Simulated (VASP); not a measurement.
# In3Se (Pm-3m) in VASP: a series of runs

The runs below take In3Se through single point, relaxation of cell and atoms, with PBEsol.

Program: VASP 6.6.1. These are calculated values, not measurements. Logs are shortened: lines on timing, memory, paths and dates and some standing lists are left out, and cuts for length are marked.

## (1) The cell of the first run

Symmetry: Pm-3m, No. 221, cubic system. The conventional cell has a = 4.671 Å, b = 4.671 Å, c = 4.671 Å, α = 90.00°, β = 90.00°, γ = 90.00°. Within 4.3 Å of In (site symmetry 4/mmm) lie 8 In at 3.30 Å and 4 Se at 3.30 Å. Within 4.3 Å of Se (site symmetry m-3m) lie 12 In at 3.30 Å.

## (2) Single point, PBEsol

Contents of INCAR:

```
SYSTEM = In3Se
ALGO = Normal ; EDIFF = 1E-6
ENCUT = 520 ; GGA = PS
ISIF = 2 ; ISMEAR = -1
LASPH = .True. ; LCHARG = .False.
LREAL = .False. ; LWAVE = .False.
NBANDS = 30 ; NELM = 60
PREC = Accurate ; SIGMA = 0.05
```

Contents of KPOINTS:

```
k-points
0
Gamma
  6 6 6
  0 0 0
```

Contents of POSCAR:

```
In3Se
1.0
    4.6712111567      0.0000000000      0.0000000000
    0.0000000000      4.6712111567      0.0000000000
    0.0000000000      0.0000000000      4.6712111567
In Se
3 1
Direct
    0.5000000000      0.5000000000      0.0000000000
    0.5000000000      0.0000000000      0.5000000000
    0.0000000000      0.5000000000      0.5000000000
    0.0000000000      0.0000000000      0.0000000000
```

Potentials or basis: VASP PAW PBE potentials, release 64 (In_d, Se).

Run with:

```sh
> cat potpaw_PBE.64/In_d/POTCAR potpaw_PBE.64/Se/POTCAR > POTCAR
> mpirun -np 1 vasp_std > vasp.out
```

OUTCAR:

```text
SYSTEM = In3Se
   EDIFF = 1E-6
   ENCUT = 520
   GGA = PS
   ISIF = 2
   ISMEAR = -1
   LASPH = .True.
   LREAL = .False.
   NELM = 60
   PREC = Accurate

 ion  position               nearest neighbor table
   1  0.500  0.500  0.000-   2 3.30   3 3.30   4 3.30   2 3.30   3 3.30   2 3.30   4 3.30   2 3.30
                             3 3.30   4 3.30   3 3.30   4 3.30
   2  0.500  0.000  0.500-   1 3.30   3 3.30   4 3.30   1 3.30   4 3.30   1 3.30   3 3.30   1 3.30
                             3 3.30   4 3.30   4 3.30   3 3.30
   3  0.000  0.500  0.500-   1 3.30   2 3.30   4 3.30   1 3.30   4 3.30   2 3.30   4 3.30   4 3.30
                             1 3.30   2 3.30   1 3.30   2 3.30
   4  0.000  0.000  0.000-   1 3.30   2 3.30   3 3.30   2 3.30   3 3.30   1 3.30   3 3.30   3 3.30
                             1 3.30   2 3.30   2 3.30   1 3.30

  LATTYP: Found a simple cubic cell.
 ALAT       =     4.6712111567

  Lattice vectors:

 A1 = (   4.6712111567,   0.0000000000,   0.0000000000)
 A2 = (   0.0000000000,   4.6712111567,   0.0000000000)
 A3 = (   0.0000000000,   0.0000000000,   4.6712111567)

Analysis of symmetry for initial positions (statically):
=====================================================================
 Subroutine PRICEL returns:
 Original cell was already a primitive cell.

 Routine SETGRP: Setting up the symmetry group for a
 simple cubic supercell.

 Subroutine GETGRP returns: Found 48 space group operations
 (whereof 48 operations were pure point group operations)
 out of a pool of 48 trial point group operations.

The static configuration has the point symmetry O_h .

Analysis of symmetry for dynamics (positions and initial velocities):
=====================================================================
 Subroutine PRICEL returns:
 Original cell was already a primitive cell.

 Routine SETGRP: Setting up the symmetry group for a
 simple cubic supercell.

 Subroutine GETGRP returns: Found 48 space group operations
 (whereof 48 operations were pure point group operations)
 out of a pool of 48 trial point group operations.

The dynamic configuration has the point symmetry O_h .

 Subroutine INISYM returns: Found 48 space group operations
 (whereof 48 operations are pure point group operations),
 and found     1 'primitive' translations

----------------------------------------------------------------------------------------
[... 90 lines left out ...]
   ENCUT  =  520.0 eV  38.22 Ry    6.18 a.u.   8.69  8.69  8.69*2*pi/ulx,y,z
   NELM   =     60;   NELMIN=  2; NELMDL= -5     # of ELM steps
   EDIFF  = 0.1E-05   stopping-criterion for ELM
   LREAL  =      F    real-space projection
   EDIFFG = 0.1E-04   stopping-criterion for IOM
   NSW    =      0    number of steps for IOM
   IBRION =     -1    ionic relax: 0-MD 1-quasi-New 2-CG
   NFREE  =      0    steps in history (QN), initial steepest desc. (CG)
   ISIF   =      2    stress and relaxation
   ISYM   =      2    0-nonsym 1-usesym 2-fastsym
   POTIM  = 0.5000    time-step for ionic-motion
   TEBEG  =    0.0;   TEEND  =   0.0 temperature during run
   PSTRESS=    0.0 pullay stress
   NELECT =      45.0000    total number of electrons
   NUPDOWN=      -1.0000    fix difference up-down
   EMIN   =  10.00;   EMAX   =-10.00  energy-range for DOS
   EFERMI =   0.00;   METHOD = LEGACY
   ISMEAR =    -1;   SIGMA  =   0.05  broadening in eV -4-tet -1-fermi 0-gaus
   EFERMI_NEDOS =   21; number of points for ismear=-14 and -15
   IALGO  =     38    algorithm
   IMIX   =      4    mixing-type and parameters
     AMIX     =   0.40;   BMIX     =  1.00
     AMIX_MAG =   1.60;   BMIX_MAG =  1.00
  volume/ion in A,a.u.               =      25.48       171.96
  Fermi-wavevector in a.u.,A,eV,Ry     =   1.246569  2.355673 21.142544  1.553933
  Thomas-Fermi vector in A             =   2.380740
   LORBIT       =      0    0 simple, 1 ext, 2 COOP (PROOUT), +10 PAW based schemes
   GGA     = PS    functional components
   LHFCALC =     F    Hartree Fock is set to
   AEXX    =    0.0000 exact exchange contribution
   IVDW    =     0    specifies the selected vdW correction
   LEPSILON=     F    determine dielectric tensor
   LRPA    =     F    only Hartree local field effects (RPA)
 non-spin polarized calculation
  energy-cutoff  :      520.00
  volume of cell :      101.93
 maximum number of plane-waves:      2800
 NGX is ok and might be reduce to    36
   NGX = 17   NGY = 17   NGZ = 17

 number of electron      44.9999978 magnetization

 Free energy of the ion-electron system (eV)
  ---------------------------------------------------
  ext. energy  EPLUGINS =         0.00000000
  ---------------------------------------------------
  free energy    TOTEN  =       -13.24621167 eV

  energy without entropy =      -13.23706635  energy(sigma->0) =      -13.24163901

 E-fermi :   6.7256     XC(G=0): -10.2901

 val. band max:        6.6937021309   @ k =   0.5000   0.1667   0.0000
 cond. band min:       6.8081997287   @ k =   0.1667   0.1667   0.0000
 fundamental gap:      0.1144975978
 Fermi energy:         6.7255812187

 k-point     1 :       0.0000    0.0000    0.0000
  band No.  band energies     occupation
      1      -8.1150      2.00000
      2      -8.0836      2.00000
      3      -8.0836      2.00000
      4      -8.0836      2.00000
      5      -7.9371      2.00000
      6      -7.9371      2.00000
[... 649 lines left out ...]
     29      15.2509      0.00000
     30      15.6045      0.00000

------------------------ aborting loop because EDIFF is reached ----------------------------------------

  FORCE on cell =-STRESS in cart. coord.  units (eV):
  Direction    XX          YY          ZZ          XY          YZ          ZX
  --------------------------------------------------------------------------------------
  -------------------------------------------------------------------------------------
  Total       -0.0140003     -0.0140003     -0.0140003      0.0000000     -0.0000000      0.0000000
  in kB       -0.2200692     -0.2200692     -0.2200692      0.0000000     -0.0000000      0.0000000
  external PRESSURE =      -0.2200692 kB  Pullay stress =       0.0000000 kB

 VOLUME and BASIS-vectors are now :
 -----------------------------------------------------------------------------
  energy-cutoff  :      520.00
  volume of cell :      101.93
      direct lattice vectors                 reciprocal lattice vectors
     4.671211157  0.000000000  0.000000000     0.214077242  0.000000000  0.000000000
     0.000000000  4.671211157  0.000000000     0.000000000  0.214077242  0.000000000
     0.000000000  0.000000000  4.671211157     0.000000000  0.000000000  0.214077242

 POSITION                                       TOTAL-FORCE (eV/Angst)
 -----------------------------------------------------------------------------------
      2.33561      2.33561      0.00000         0.000000      0.000000      0.000000
      2.33561      0.00000      2.33561         0.000000      0.000000      0.000000
      0.00000      2.33561      2.33561         0.000000      0.000000      0.000000
      0.00000      0.00000      0.00000         0.000000      0.000000      0.000000
 -----------------------------------------------------------------------------------
    total drift:                                0.000000      0.000000      0.000000

  FREE ENERGIE OF THE ION-ELECTRON SYSTEM (eV)
  ---------------------------------------------------
  free  energy   TOTEN  =       -13.2462116710 eV

  energy  without entropy=      -13.2370663527  energy(sigma->0) =      -13.24163901
```

stdout:

```text
POSCAR found type information on POSCAR InSe
 POSCAR found :  2 types and       4 ions
 scaLAPACK will be used
 -----------------------------------------------------------------------------
|                                                                             |
|                                                                             |
|     You enforced a specific xc type in the INCAR file but a different       |
|     I HOPE YOU KNOW WHAT YOU ARE DOING!                                     |
|                                                                             |
 -----------------------------------------------------------------------------

 LDA part: xc-table for (Slater+PW92), standard interpolation
 POSCAR, INCAR and KPOINTS ok, starting setup
 FFT: planning ... GRIDC
 FFT: planning ... GRID_SOFT
 FFT: planning ... GRID
 WAVECAR not read
 entering main loop
```

Wall time 19 s (1 thread of Intel Xeon 6975P-C (Granite Rapids), shared host); peak memory 0.22 GiB.

What came out:

```
Free energy            : -13.2462 eV
Pressure               : 0.0 GPa
Band gap on the k mesh : zero (an odd number of electrons rules out a gap without spin polarisation)
```

Caveat: the PAW data sets were made with another functional, which shifts forces and pressure a little; spin-orbit coupling is left out, which moves the levels of the heavy elements.

## (3) Relaxation of cell and atoms, PBEsol, target pressure 2 GPa, at which the enthalpy is minimised

This run uses another cell than the first one, of 27.71 Å³/atom.

Contents of INCAR:

```
SYSTEM = In3Se
ALGO = Normal ; EDIFF = 1E-7
EDIFFG = -0.01 ; ENCUT = 600
GGA = PS ; IBRION = 2
ISIF = 3 ; ISMEAR = -1
LASPH = .TRUE. ; LCHARG = .FALSE.
LREAL = .FALSE. ; LWAVE = .FALSE.
NELM = 60 ; NSW = 60
PREC = Accurate ; PSTRESS = 20.0
SIGMA = 0.05
```

Contents of KPOINTS:

```
k-points
0
G
  6 6 6
  0 0 0
```

Contents of POSCAR:

```
In3Se
1.0
    4.8037580000      0.0000000000      0.0000000000
    0.0000000000      4.8037580000      0.0000000000
    0.0000000000      0.0000000000      4.8037580000
In Se
3 1
Direct
    0.5000000000      0.5000000000      0.0000000000
    0.5000000000      0.0000000000      0.5000000000
    0.0000000000      0.5000000000      0.5000000000
    0.0000000000      0.0000000000      0.0000000000
```

Potentials or basis: VASP PAW PBE potentials, release 64 (In_d, Se).

Run with:

```sh
> cat potpaw_PBE.64/In_d/POTCAR potpaw_PBE.64/Se/POTCAR > POTCAR
> mpirun -np 1 vasp_std > vasp.out
```

It took 68 s on 1 thread of Intel Xeon 6975P-C (Granite Rapids), shared host; peak memory 0.28 GiB.

Results (log left out):

- Free energy: -13.2230 eV
- Relaxed volume: 24.47 Å³/atom
- Relaxed cell: a = 4.609 Å, b = 4.609 Å, c = 4.609 Å, α = 90.00°, β = 90.00°, γ = 90.00°
- Space group after relaxing (to 0.1 Å): Pm-3m (No. 221)
- Energy change on relaxing (the run minimises the enthalpy): -15.8 meV/atom
- Ionic steps: 3
- Pressure after relaxing: 2.0 GPa
- Band gap on the k mesh: zero (an odd number of electrons rules out a gap without spin polarisation)

Step by step:
| step | energy change (eV) | largest force (eV/Å) | pressure (GPa) | volume (Å³) |
| --- | --- | --- | --- | --- |
| 1 | 0.0000 | 0.0000 | -2.93 | 110.85 |
| 2 | -0.0610 | 0.0000 | 2.10 | 97.72 |
| 3 | -0.0632 | 0.0000 | 2.01 | 97.90 |

Final structure:
```xyz
4
Lattice="4.6088 0.0000 0.0000 0.0000 4.6088 0.0000 0.0000 0.0000 4.6088" Properties=species:S:1:pos:R:3 pbc="T T T"
In    2.3044    2.3044    0.0000
In    2.3044    0.0000    2.3044
In    0.0000    2.3044    2.3044
Se    0.0000    0.0000    0.0000
```

Levels at points of the mesh, in eV from the Fermi level:
```
           k point  band 20  band 21  band 22  band 23  band 24  band 25  band 26  band 27
(0.00, 0.00, 0.00)    -3.82    -2.06    -2.06     1.19     1.19     1.19     4.44     4.44
(0.50, 0.00, 0.00)    -2.84    -1.30    -1.15    -0.32    -0.32     1.17     4.11     4.11
(0.50, 0.50, 0.00)    -2.24    -1.08    -0.54    -0.54     1.65     1.70     1.70     1.97
(0.50, 0.50, 0.50)    -4.47    -4.47    -4.47    -3.72     3.40     3.40     3.40     8.71
```

Caveat: the cell is relaxed towards a set pressure, so the run minimises the enthalpy, not the energy; the PAW data sets were made with another functional, which shifts forces and pressure a little; spin-orbit coupling is left out, which moves the levels of the heavy elements.
